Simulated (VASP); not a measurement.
# Ru in VASP: single point with PBE

Aim: the single point of Ru with PBE.

All numbers are computed with VASP 6.6.1; they aren't measurements. Logs are shortened: lines on timing, memory, paths and dates and some standing lists are left out, and cuts for length are marked.

### Step 1. The cell of the first run

The cell holds a sheet with vacuum, 8 atoms: a = 5.287 Å, b = 7.596 Å, c = 26.243 Å, α = 90.00°, β = 90.00°, γ = 111.46°.

### Step 2. Single point, PBE

Input file INCAR:

```
SYSTEM = Ru
PREC     = Accurate       ! precision mode
ENCUT    = 520            ! plane-wave cutoff, eV
EDIFF    = 1E-6           ! SCF threshold, eV
ISMEAR   = 0              ! smearing method
SIGMA    = 0.2            ! smearing width, eV
LREAL    = .FALSE.        ! projectors in reciprocal space
LASPH    = .TRUE.         ! aspherical terms in the spheres
NELM     = 80             ! most SCF steps
ALGO     = Normal         ! electronic algorithm
ISIF     = 2              ! what is computed and relaxed
LWAVE    = .FALSE.        ! write WAVECAR
LCHARG   = .FALSE.        ! write CHGCAR
LDIPOL   = .TRUE.       
IDIPOL   = 3            
DIPOL    = 0.5 0.5 0.286
GGA      = PE             ! functional
NBANDS   = 66             ! bands
```

Input file KPOINTS:

```
regular mesh
0
G
  4 4 1
  0 0 0
```

Input file POSCAR:

```
Ru
1.0
    5.2866854039     -0.0508320417      0.0000000000
   -2.7110660642      7.0956802840      0.0000000000
    0.0000000000      0.0000000000     26.2434614601
Ru
8
Direct
    0.3416434327      0.1148300685      0.2577344749
    0.3091992308      0.6402338869      0.2663451543
    0.7778196426      0.1218094490      0.2637141171
    0.7956609661      0.6551361833      0.2683556963
    0.2108695358      0.3632010399      0.3047526329
    0.1726442318      0.8527926143      0.3066416370
    0.7056348686      0.3606891359      0.3042841398
    0.6865280915      0.8913076221      0.3144559176
```

Potentials or basis: VASP PAW PBE potentials, release 64 (Ru_pv).

The run is started by

```sh
$ cat potpaw_PBE.64/Ru_pv/POTCAR > POTCAR
$ mpirun -np 1 vasp_std > vasp.out
```

OUTCAR:

```text
SYSTEM = Ru
   PREC = Accurate
   ENCUT = 520
   EDIFF = 1E-6
   ISMEAR = 0
   LREAL = .FALSE.
   LASPH = .TRUE.
   NELM = 80
   ISIF = 2
   GGA = PE

 ion  position               nearest neighbor table
   1  0.342  0.115  0.258-   6 2.26   3 2.29   7 2.46   5 2.55   3 3.00   8 3.27
   2  0.309  0.640  0.266-   5 2.22   6 2.26   4 2.53   8 2.54   4 2.76   7 3.27
   3  0.778  0.122  0.264-   8 2.11   7 2.25   1 2.29   5 2.59   1 3.00   6 3.30
   4  0.796  0.655  0.268-   6 2.25   7 2.31   8 2.40   2 2.53   2 2.76   5 3.22
   5  0.211  0.363  0.305-   2 2.22   1 2.55   3 2.59   7 2.62   7 2.66   4 3.22
   6  0.173  0.853  0.307-   4 2.25   2 2.26   1 2.26   8 2.63   8 2.70   3 3.30
   7  0.706  0.361  0.304-   3 2.25   4 2.31   1 2.46   5 2.62   5 2.66   2 3.27
   8  0.687  0.891  0.314-   3 2.11   4 2.40   2 2.54   6 2.63   6 2.70   1 3.27

  LATTYP: Found a simple monoclinic cell.
 ALAT       =     5.2869297760
 B/A-ratio  =     4.9638377228
 C/A-ratio  =     1.4187654672
 COS(beta)  =    -0.3343281444

  Lattice vectors:

 A1 = (   5.2866854039,  -0.0508320417,   0.0000000000)
 A2 = (   0.0000000000,   0.0000000000,  26.2434614601)
 A3 = (  -2.5756193397,  -7.0448482423,   0.0000000000)

Analysis of symmetry for initial positions (statically):
=====================================================================
 Subroutine PRICEL returns:
 Original cell was already a primitive cell.

 Routine SETGRP: Setting up the symmetry group for a
 simple monoclinic supercell.

 Subroutine GETGRP returns: Found  1 space group operations
 (whereof  1 operations were pure point group operations)
 out of a pool of  4 trial point group operations.

The static configuration has the point symmetry C_1 .

Analysis of symmetry for dynamics (positions and initial velocities):
=====================================================================
 Subroutine PRICEL returns:
 Original cell was already a primitive cell.

 Routine SETGRP: Setting up the symmetry group for a
 simple monoclinic supercell.

 Subroutine GETGRP returns: Found  1 space group operations
 (whereof  1 operations were pure point group operations)
 out of a pool of  4 trial point group operations.

The dynamic configuration has the point symmetry C_1 .

 Subroutine INISYM returns: Found  1 space group operations
 (whereof  1 operations are pure point group operations),
 and found     1 'primitive' translations

----------------------------------------------------------------------------------------

                                     Primitive cell

  volume of cell :     980.8447

  direct lattice vectors                    reciprocal lattice vectors
     5.286685404 -0.050832042  0.000000000     0.189851890  0.072537233  0.000000000
    -2.711066064  7.095680284  0.000000000     0.001360061  0.141450457  0.000000000
     0.000000000  0.000000000 26.243461460     0.000000000  0.000000000  0.038104729

  length of vectors
     5.286929776  7.595956681 26.243461460     0.203237276  0.141456995  0.038104729

  position of ions in fractional coordinates (direct lattice)
     0.341643433  0.114830068  0.257734475
     0.309199231  0.640233887  0.266345154
     0.777819643  0.121809449  0.263714117
     0.795660966  0.655136183  0.268355696
     0.210869536  0.363201040  0.304752633
     0.172644232  0.852792614  0.306641637
     0.705634869  0.360689136  0.304284140
     0.686528092  0.891307622  0.314455918

  ion indices of the primitive-cell ions
   primitive index   ion index
                 1           1
                 2           2
                 3           3
                 4           4
                 5           5
                 6           6
                 7           7
                 8           8

----------------------------------------------------------------------------------------

 KPOINTS: regular mesh

Automatic generation of k-mesh.
 Grid dimensions read from file:
 generate k-points for:    4    4    1

 Generating k-lattice:

  Cartesian coordinates                     Fractional coordinates (reciprocal lattice)
     0.047462972  0.018134308  0.000000000     0.250000000  0.000000000  0.000000000
     0.000340015  0.035362614  0.000000000     0.000000000  0.250000000  0.000000000
     0.000000000  0.000000000  0.038104729     0.000000000  0.000000000  1.000000000

  Length of vectors
     0.050809319  0.035364249  0.038104729

  Shift w.r.t. Gamma in fractional coordinates (k-lattice)
     0.000000000  0.000000000  0.000000000

 Subroutine IBZKPT returns following result:
 ===========================================

 Found     10 irreducible k-points:

 Following reciprocal coordinates:
            Coordinates               Weight
  0.000000  0.000000  0.000000      1.000000
  0.250000 -0.000000  0.000000      2.000000
  0.500000 -0.000000  0.000000      1.000000
 -0.000000  0.250000  0.000000      2.000000
  0.250000  0.250000  0.000000      2.000000
  0.500000  0.250000  0.000000      2.000000
 -0.250000  0.250000  0.000000      2.000000
 -0.000000  0.500000  0.000000      1.000000
  0.250000  0.500000  0.000000      2.000000
  0.500000  0.500000  0.000000      1.000000
   k-points           NKPTS =     10   k-points in BZ     NKDIM =     10   number of bands    NBANDS=     66
   number of dos      NEDOS =    301   number of ions     NIONS =      8
   total plane-waves  NPLWV = 439040
   dimension x,y,z NGX =    40 NGY =   56 NGZ =  196
   dimension x,y,z NGXF=    80 NGYF=  112 NGZF=  392
   ions per type =               8
   NGX,Y,Z   is equivalent  to a cutoff of  12.58, 12.26, 12.42 a.u.
   NGXF,Y,Z  is equivalent  to a cutoff of  25.16, 24.51, 24.83 a.u.
 SYSTEM =  Ru
   PREC   = accura    normal or accurate (medium, high low for compatibility)
   ISTART =      0    job   : 0-new  1-cont  2-samecut
   ICHARG =      2    charge: 1-file 2-atom 10-const
   ISPIN  =      1    spin polarized calculation?
   LNONCOLLINEAR =      F non collinear calculations
   LSORBIT =      F    spin-orbit coupling
   LASPH  =      T    aspherical Exc in radial PAW
   ENCUT  =  520.0 eV  38.22 Ry    6.18 a.u.   9.83 14.12 48.80*2*pi/ulx,y,z
   NELM   =     80;   NELMIN=  2; NELMDL= -5     # of ELM steps
   EDIFF  = 0.1E-05   stopping-criterion for ELM
   LREAL  =      F    real-space projection
   EDIFFG = 0.1E-04   stopping-criterion for IOM
   NSW    =      0    number of steps for IOM
   IBRION =     -1    ionic relax: 0-MD 1-quasi-New 2-CG
   NFREE  =      0    steps in history (QN), initial steepest desc. (CG)
   ISIF   =      2    stress and relaxation
   ISYM   =      2    0-nonsym 1-usesym 2-fastsym
   POTIM  = 0.5000    time-step for ionic-motion
   TEBEG  =    0.0;   TEEND  =   0.0 temperature during run
   PSTRESS=    0.0 pullay stress
   NELECT =     112.0000    total number of electrons
   NUPDOWN=      -1.0000    fix difference up-down
   EMIN   =  10.00;   EMAX   =-10.00  energy-range for DOS
   EFERMI =   0.00;   METHOD = LEGACY
   ISMEAR =     0;   SIGMA  =   0.20  broadening in eV -4-tet -1-fermi 0-gaus
   EFERMI_NEDOS =   21; number of points for ismear=-14 and -15
   IALGO  =     38    algorithm
   IMIX   =      4    mixing-type and parameters
     AMIX     =   0.40;   BMIX     =  1.00
     AMIX_MAG =   1.60;   BMIX_MAG =  1.00
  volume/ion in A,a.u.               =     122.61       827.38
  Fermi-wavevector in a.u.,A,eV,Ry     =   0.794232  1.500881  8.582618  0.630805
  Thomas-Fermi vector in A             =   1.900324
   LORBIT       =      0    0 simple, 1 ext, 2 COOP (PROOUT), +10 PAW based schemes
   GGA     = PE    functional components
   LHFCALC =     F    Hartree Fock is set to
   AEXX    =    0.0000 exact exchange contribution
   IVDW    =     0    specifies the selected vdW correction
   LEPSILON=     F    determine dielectric tensor
   LRPA    =     F    only Hartree local field effects (RPA)
 non-spin polarized calculation
 Gauss-broadening in eV      SIGMA  =   0.20
  energy-cutoff  :      520.00
  volume of cell :      980.84
 maximum number of plane-waves:     26486
   NGX = 19   NGY = 29   NGZ = 97

 dipolmoment           0.000000      0.000000      0.003008 electrons x Angstroem

 number of electron     111.9999998 magnetization

 dipolmoment           0.000000      0.000000     -0.005132 electrons x Angstroem

 Free energy of the ion-electron system (eV)
  ---------------------------------------------------
  ext. energy  EPLUGINS =         0.00000000
  ---------------------------------------------------
  free energy    TOTEN  =       -58.82969855 eV

  energy without entropy =      -58.62464588  energy(sigma->0) =      -58.72717221

 E-fermi :  -2.4831     XC(G=0):  -2.3560

 val. band max:       -2.5247956229   @ k =   0.2500  -0.0000   0.0000
 cond. band min:      -2.4729768463   @ k =   0.0000   0.0000   0.0000
 fundamental gap:      0.0518187766
 Fermi energy:        -2.4830758650

 k-point     1 :       0.0000    0.0000    0.0000
  band No.  band energies     occupation
      1     -47.0961      2.00000
      2     -46.6479      2.00000
      3     -46.4592      2.00000
      4     -46.4290      2.00000
      5     -46.2600      2.00000
      6     -46.1059      2.00000
[... 58 lines left out ...]
     65      -1.0741      0.00000
     66      -0.9547      0.00000

 k-point     2 :       0.2500   -0.0000    0.0000
  band No.  band energies     occupation
      1     -47.0933      2.00000
      2     -46.6215      2.00000
      3     -46.4530      2.00000
      4     -46.4256      2.00000
      5     -46.2164      2.00000
      6     -46.0787      2.00000
[... 58 lines left out ...]
     65      -1.0545      0.00000
     66      -0.9813      0.00000

 k-point     3 :       0.5000   -0.0000    0.0000
  band No.  band energies     occupation
      1     -47.0906      2.00000
      2     -46.5915      2.00000
      3     -46.4515      2.00000
      4     -46.4243      2.00000
      5     -46.1537      2.00000
      6     -46.0429      2.00000
[... 58 lines left out ...]
     65      -1.2895      0.00000
     66      -1.1088      0.00000

 k-point     4 :      -0.0000    0.2500    0.0000
  band No.  band energies     occupation
      1     -47.0958      2.00000
      2     -46.6507      2.00000
      3     -46.4987      2.00000
      4     -46.4220      2.00000
      5     -46.2209      2.00000
      6     -46.1017      2.00000
[... 58 lines left out ...]
     65      -0.8246      0.00000
     66      -0.7334      0.00000

 k-point     5 :       0.2500    0.2500    0.0000
  band No.  band energies     occupation
      1     -47.0931      2.00000
      2     -46.6242      2.00000
      3     -46.4918      2.00000
      4     -46.4194      2.00000
      5     -46.1585      2.00000
      6     -46.0906      2.00000
[... 58 lines left out ...]
     65      -1.0236      0.00000
     66      -0.8728      0.00000

 k-point     6 :       0.5000    0.2500    0.0000
  band No.  band energies     occupation
      1     -47.0901      2.00000
      2     -46.5917      2.00000
      3     -46.4727      2.00000
      4     -46.4064      2.00000
      5     -46.1848      2.00000
      6     -46.0322      2.00000
[... 58 lines left out ...]
     65      -1.1811      0.00000
     66      -1.1486      0.00000

 k-point     7 :      -0.2500    0.2500    0.0000
  band No.  band energies     occupation
      1     -47.0928      2.00000
      2     -46.6218      2.00000
      3     -46.4732      2.00000
      4     -46.4105      2.00000
      5     -46.2336      2.00000
      6     -46.0754      2.00000
[... 58 lines left out ...]
     65      -1.0299      0.00000
     66      -0.9398      0.00000

 k-point     8 :      -0.0000    0.5000    0.0000
  band No.  band energies     occupation
      1     -47.0955      2.00000
      2     -46.6534      2.00000
      3     -46.5229      2.00000
      4     -46.4268      2.00000
      5     -46.1617      2.00000
      6     -46.1260      2.00000
[... 58 lines left out ...]
     65      -0.8770      0.00000
     66      -0.6389      0.00000

 k-point     9 :       0.2500    0.5000    0.0000
  band No.  band energies     occupation
      1     -47.0926      2.00000
      2     -46.6245      2.00000
      3     -46.5025      2.00000
      4     -46.4141      2.00000
      5     -46.1871      2.00000
      6     -46.0736      2.00000
[... 58 lines left out ...]
     65      -0.9481      0.00000
     66      -0.8743      0.00000

 k-point    10 :       0.5000    0.5000    0.0000
  band No.  band energies     occupation
      1     -47.0896      2.00000
      2     -46.5921      2.00000
      3     -46.4860      2.00000
      4     -46.3961      2.00000
      5     -46.2079      2.00000
      6     -46.0253      2.00000
[... 58 lines left out ...]
     65      -1.0735      0.00000
     66      -0.9715      0.00000

------------------------ aborting loop because EDIFF is reached ----------------------------------------

 vacuum level on the upper side and lower side of the slab       (xc-potential included)        -0.016         0.008

  FORCE on cell =-STRESS in cart. coord.  units (eV):
  Direction    XX          YY          ZZ          XY          YZ          ZX
  --------------------------------------------------------------------------------------
  -------------------------------------------------------------------------------------
  Total       11.5320198     10.6483273      7.5957028     -2.9759317      2.0861975     -1.4051575
  in kB       18.8371732     17.3936908     12.4073294     -4.8610860      3.4077347     -2.2952783
  external PRESSURE =      16.2127311 kB  Pullay stress =       0.0000000 kB

 VOLUME and BASIS-vectors are now :
 -----------------------------------------------------------------------------
  energy-cutoff  :      520.00
  volume of cell :      980.84
      direct lattice vectors                 reciprocal lattice vectors
     5.286685404 -0.050832042  0.000000000     0.189851890  0.072537233  0.000000000
    -2.711066064  7.095680284  0.000000000     0.001360061  0.141450457  0.000000000
     0.000000000  0.000000000 26.243461460     0.000000000  0.000000000  0.038104729

 POSITION                                       TOTAL-FORCE (eV/Angst)
 -----------------------------------------------------------------------------------
      1.49485      0.79743      6.76384        -3.279764      0.487904     -0.326441
     -0.10108      4.52718      6.98982         0.994628     -1.238783     -1.363606
      3.78185      0.82478      6.92077         4.441659      0.467449     -2.998115
      2.43029      4.60819      7.04258        -0.364076     -2.425300     -2.089014
      0.13014      2.56644      7.99776        -0.126511     -0.815961     -0.084290
     -1.39926      6.04237      8.04734         0.138061      3.423100      2.882682
      2.75262      2.52347      7.98547        -1.638966      2.130817      1.768124
      1.21306      6.28954      8.25241        -0.165032     -2.029226      2.210660
 -----------------------------------------------------------------------------------
    total drift:                               -0.000308      0.000199      0.000127

  FREE ENERGIE OF THE ION-ELECTRON SYSTEM (eV)
  ---------------------------------------------------
  free  energy   TOTEN  =       -58.8296985469 eV

  energy  without entropy=      -58.6246458827  energy(sigma->0) =      -58.72717221

 vacuum level on the upper side and lower side of the slab         1.977         2.001
```

Run time: 20 min. Hardware: 1 thread of Intel Xeon 6975P-C (Granite Rapids), shared host; peak memory 1 GiB.

What came out:

```
Free energy            : -58.8297 eV
Largest force          : 5.379 eV/Å
Band gap on the k mesh : zero (bands 56 and 57 overlap by 0.76 eV)
```

Forces in eV/Å, atoms in the order of the input:
```
Ru  -3.280  0.488 -0.326
Ru   0.995 -1.239 -1.364
Ru   4.442  0.467 -2.998
Ru  -0.364 -2.425 -2.089
Ru  -0.127 -0.816 -0.084
Ru   0.138  3.423  2.883
Ru  -1.639  2.131  1.768
Ru  -0.165 -2.029  2.211
```
